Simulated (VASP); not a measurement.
# BN (P3m1) in VASP: further runs, part 2 of 2

VASP 6.6.1. The steps go on from the part before.

### 3 Single point, PBEsol

This run uses another cell than the first one, of 6.57 Å³/atom, 1.037 times its volume.

The input, INCAR:

```
SYSTEM = BN
PREC = Accurate ; ENCUT = 520
EDIFF = 1E-6 ; ISMEAR = 0
SIGMA = 0.05 ; LREAL = .False.
LASPH = .True. ; NELM = 80
ALGO = Normal ; ISIF = 2
LWAVE = .False. ; LCHARG = .False.
GGA = PS ; NBANDS = 36
```

The input, KPOINTS:

```
Automatic mesh
0
Gamma
  10 10 2
  0 0 0
```

The input, POSCAR:

```
BN
1.0
   -2.5410113127      0.0000000000      0.0000000000
    1.2705056564     -2.2005803481      0.0000000000
    0.0000000000      0.0000000000     14.1098865130
B N
6 6
Direct
    0.3333333333      0.6666666667      0.0558059726
    0.3333333333      0.6666666667      0.3537031598
    0.3333333333      0.6666666667      0.6516003471
    0.6666666667      0.3333333333      0.8005489407
    0.6666666667      0.3333333333      0.2047545662
    0.6666666667      0.3333333333      0.5026517535
    0.3333333333      0.6666666667      0.8379451685
    0.3333333333      0.6666666667      0.2421507941
    0.3333333333      0.6666666667      0.5400479813
    0.6666666667      0.3333333333      0.6889965749
    0.6666666667      0.3333333333      0.0932022004
    0.6666666667      0.3333333333      0.3910993877
```

Potentials or basis: VASP PAW PBE potentials, release 64 (B, N).

Started as:

```console
$ cat potpaw_PBE.64/B/POTCAR potpaw_PBE.64/N/POTCAR > POTCAR
$ mpirun -np 1 vasp_std > vasp.out
```

OUTCAR:

```text
SYSTEM = BN
   PREC = Accurate
   ENCUT = 520
   EDIFF = 1E-6
   ISMEAR = 0
   LREAL = .False.
   LASPH = .True.
   NELM = 80
   ISIF = 2
   GGA = PS

 ion  position               nearest neighbor table
   1  0.333  0.667  0.056-  11 1.56  11 1.56  11 1.56
   2  0.333  0.667  0.354-  12 1.56  12 1.56  12 1.56   8 1.57
   3  0.333  0.667  0.652-  10 1.56  10 1.56  10 1.56   9 1.57
   4  0.667  0.333  0.801-   7 1.56   7 1.56   7 1.56  10 1.57
   5  0.667  0.333  0.205-   8 1.56   8 1.56   8 1.56  11 1.57
   6  0.667  0.333  0.503-   9 1.56   9 1.56   9 1.56  12 1.57
   7  0.333  0.667  0.838-   4 1.56   4 1.56   4 1.56
   8  0.333  0.667  0.242-   5 1.56   5 1.56   5 1.56   2 1.57
   9  0.333  0.667  0.540-   6 1.56   6 1.56   6 1.56   3 1.57
  10  0.667  0.333  0.689-   3 1.56   3 1.56   3 1.56   4 1.57
  11  0.667  0.333  0.093-   1 1.56   1 1.56   1 1.56   5 1.57
  12  0.667  0.333  0.391-   2 1.56   2 1.56   2 1.56   6 1.57

  LATTYP: Found a hexagonal cell.
 ALAT       =     2.5410113127
 C/A-ratio  =     5.5528625325

  Lattice vectors:

 A1 = (  -2.5410113127,   0.0000000000,   0.0000000000)
[... 1138 lines left out ...]
     35      17.0889      0.00000
     36      17.6938      0.00000

 [... further k-points ...]

------------------------ aborting loop because EDIFF is reached ----------------------------------------

  FORCE on cell =-STRESS in cart. coord.  units (eV):
  Direction    XX          YY          ZZ          XY          YZ          ZX
  --------------------------------------------------------------------------------------
  -------------------------------------------------------------------------------------
  Total       -0.5422353     -0.5422353     -5.6139950      0.0000000     -0.0000000     -0.0000000
  in kB      -11.0111087    -11.0111087   -114.0027304      0.0000000     -0.0000000     -0.0000000
  external PRESSURE =     -45.3416493 kB  Pullay stress =       0.0000000 kB

 VOLUME and BASIS-vectors are now :
 -----------------------------------------------------------------------------
  energy-cutoff  :      520.00
  volume of cell :       78.90
      direct lattice vectors                 reciprocal lattice vectors
    -2.541011313  0.000000000  0.000000000    -0.393544096 -0.227212790  0.000000000
     1.270505656 -2.200580348  0.000000000     0.000000000 -0.454425580  0.000000000
     0.000000000  0.000000000 14.109886513     0.000000000  0.000000000  0.070872292

 POSITION                                       TOTAL-FORCE (eV/Angst)
 -----------------------------------------------------------------------------------
      0.00000     -1.46705      0.78742        -0.000000      0.000000      0.448985
      0.00000     -1.46705      4.99071        -0.000000      0.000000      0.665166
      0.00000     -1.46705      9.19401        -0.000000      0.000000      0.882245
     -1.27051     -0.73353     11.29565        -0.000000      0.000000      3.729491
     -1.27051     -0.73353      2.88906         0.000000      0.000000      0.891216
     -1.27051     -0.73353      7.09236         0.000000     -0.000000      0.672660
      0.00000     -1.46705     11.82331        -0.000000      0.000000     -1.493066
      0.00000     -1.46705      3.41672        -0.000000      0.000000     -0.677577
      0.00000     -1.46705      7.62002         0.000000     -0.000000     -0.681742
     -1.27051     -0.73353      9.72166         0.000000      0.000000     -1.120309
     -1.27051     -0.73353      1.31507         0.000000     -0.000000     -2.660258
     -1.27051     -0.73353      5.51837        -0.000000      0.000000     -0.656811
 -----------------------------------------------------------------------------------
    total drift:                                0.000000     -0.000000     -0.000974

  FREE ENERGIE OF THE ION-ELECTRON SYSTEM (eV)
  ---------------------------------------------------
  free  energy   TOTEN  =      -105.9649952104 eV

  energy  without entropy=     -105.9643313445  energy(sigma->0) =     -105.96466328
```

OSZICAR:

```text
N       E                     dE             d eps       ncg     rms          rms(c)
DAV:   1     0.183105353141E+03    0.18311E+03   -0.25299E+04  2016   0.130E+03
DAV:   2    -0.101256075319E+03   -0.28436E+03   -0.26800E+03  2612   0.297E+02
DAV:   3    -0.113478524381E+03   -0.12222E+02   -0.12137E+02  2680   0.609E+01
[... 13 lines left out ...]
DAV:  17    -0.105965146856E+03    0.10134E-03   -0.73025E-05  2592   0.454E-02    0.697E-02
DAV:  18    -0.105965058779E+03    0.88077E-04   -0.31386E-05  2632   0.431E-02    0.501E-02
DAV:  19    -0.105965002221E+03    0.56558E-04   -0.12346E-05  2576   0.436E-02    0.164E-02
DAV:  20    -0.105964995538E+03    0.66823E-05   -0.82785E-06  2616   0.233E-02    0.533E-03
DAV:  21    -0.105964995210E+03    0.32812E-06   -0.91941E-07  1896   0.105E-02
   1 F= -.10596500E+03 E0= -.10596466E+03  d E =-.663866E-03
```

Run time: 1.9 min. Hardware: 1 thread of Intel Xeon 6975P-C, shared host; peak memory 0.22 GiB.

What came out:

- Free energy: -105.9650 eV
- Pressure: -4.5 GPa
- Largest force: 3.729 eV/Å
- Band gap on the k mesh: 0.08 eV, indirect (least direct gap 0.25 eV)

Forces on the atoms (eV/Å):
```
B    0.000  0.000  0.449
B    0.000  0.000  0.665
B    0.000  0.000  0.882
B    0.000  0.000  3.729
B    0.000  0.000  0.891
B    0.000  0.000  0.673
N    0.000  0.000 -1.493
N    0.000  0.000 -0.678
N    0.000  0.000 -0.682
N    0.000  0.000 -1.120
N    0.000  0.000 -2.660
N    0.000  0.000 -0.657
```

Levels at points of the mesh, in eV from the valence-band top:
```
           k point  band 21  band 22  band 23  band 24  band 25  band 26  band 27  band 28
(0.00, 0.00, 0.00)    -1.89    -1.54     0.00     0.00     0.25     5.60     5.60     6.19
(0.50, 0.00, 0.00)    -4.79    -4.35    -2.51    -1.40     0.08     3.43     4.03     4.75
(0.00, 0.00, 0.50)    -1.89    -1.87     0.00     0.00     0.39     5.60     5.60     6.20
(0.50, 0.00, 0.50)    -4.79    -4.35    -2.51    -1.42     0.10     3.43     4.06     4.80
```

Caveat: the PAW data sets were made with another functional, which shifts forces and pressure a little. A k mesh can miss the band edges.

### 4 Single point, PBEsol

This run uses another cell than the first one, of 6.81 Å³/atom, 1.073 times its volume.

The input, INCAR:

```
PREC = Accurate
ENCUT = 520
EDIFF = 1E-6
ISMEAR = 0
SIGMA = 0.05
LREAL = False
LASPH = True
NELM = 80
ALGO = Normal
ISIF = 2
LWAVE = False
LCHARG = False
GGA = PS
NBANDS = 36
```

The input, KPOINTS:

```
regular mesh
0
Gamma
  10 10 2
```

The input, POSCAR:

```
BN
1.0
   -2.5410113127      0.0000000000      0.0000000000
    1.2705056564     -2.2005803481      0.0000000000
    0.0000000000      0.0000000000     14.6098865130
B N
6 6
Direct
    0.3333333333      0.6666666667      0.0538961025
    0.3333333333      0.6666666667      0.3415982349
    0.3333333333      0.6666666667      0.6293003673
    0.6666666667      0.3333333333      0.7731514335
    0.6666666667      0.3333333333      0.1977471687
    0.6666666667      0.3333333333      0.4854493011
    0.3333333333      0.6666666667      0.8092678353
    0.3333333333      0.6666666667      0.2338635704
    0.3333333333      0.6666666667      0.5215657028
    0.6666666667      0.3333333333      0.6654167690
    0.6666666667      0.3333333333      0.0900125042
    0.6666666667      0.3333333333      0.3777146366
```

Started as:

```console
$ cat potpaw_PBE.64/B/POTCAR potpaw_PBE.64/N/POTCAR > POTCAR
$ mpirun -np 1 vasp_std > vasp.out
```

It took 2.5 min on 1 thread of Intel Xeon 6975P-C, shared host; peak memory 0.22 GiB.

The run converged. Its results:

```
Free energy            : -105.3451 eV
Pressure               : -3.4 GPa
Largest force          : 3.591 eV/Å
Band gap on the k mesh : zero (band 24 reaches 7.48 eV, above the bottom of band 25 at 7.18 eV)
```

Forces on the atoms (eV/Å):
```
B    0.000  0.000  1.033
B    0.000  0.000  0.639
B    0.000  0.000  0.905
B    0.000  0.000  3.591
B    0.000  0.000  0.903
B    0.000  0.000  0.656
N    0.000  0.000 -2.048
N    0.000  0.000 -0.641
N    0.000  0.000 -0.673
N    0.000  0.000 -1.241
N    0.000  0.000 -2.495
N    0.000  0.000 -0.631
```

Stress tensor (GPa, compression positive):
```
-2.01  0.00  0.00
 0.00 -2.01  0.00
 0.00  0.00 -6.26
```

Levels at points of the mesh, in eV from the Fermi level:
| k point | band 21 | band 22 | band 23 | band 24 | band 25 | band 26 | band 27 | band 28 |
| --- | --- | --- | --- | --- | --- | --- | --- | --- |
| (0.00, 0.00, 0.00) | -1.66 | -1.06 | -0.05 | 0.29 | 0.29 | 5.87 | 5.87 | 6.47 |
| (0.50, 0.00, 0.00) | -4.54 | -4.11 | -2.22 | -0.71 | -0.01 | 3.71 | 4.29 | 4.99 |
| (0.00, 0.00, 0.50) | -1.66 | -1.33 | 0.13 | 0.29 | 0.29 | 5.87 | 5.87 | 6.47 |
| (0.50, 0.00, 0.50) | -4.54 | -4.11 | -2.22 | -0.73 | 0.01 | 3.70 | 4.31 | 5.02 |

Caveat: the PAW data sets were made with another functional, which shifts forces and pressure a little.

### 5 Summary

| cell | gap on the mesh (eV) | pressure (GPa) | largest force (eV/Å) |
| --- | --- | --- | --- |
| a = 2.541, b = 2.541, c = 13.610 Å, angles 90.0, 90.0, 120.0°, 12 atoms | 1.26 | -5.8 | 3.12 |
| a = 2.541, b = 2.541, c = 14.110 Å, angles 90.0, 90.0, 120.0°, 12 atoms | 0.08 | -4.5 | 3.73 |
| a = 2.541, b = 2.541, c = 14.610 Å, angles 90.0, 90.0, 120.0°, 12 atoms | none | -3.4 | 3.59 |

Alike in all rows: task single point; level PBEsol; potentials or basis VASP PAW PBE potentials, release 64 (B, N); no spin polarisation; k mesh 10 × 10 × 2; cutoff (eV) 520; smearing gaussian 0.05 eV.

Caveats: the PAW data sets were made with another functional, which shifts forces and pressure a little.

Total energies depend on the potentials used, so only differences within one code and one set of settings carry meaning.
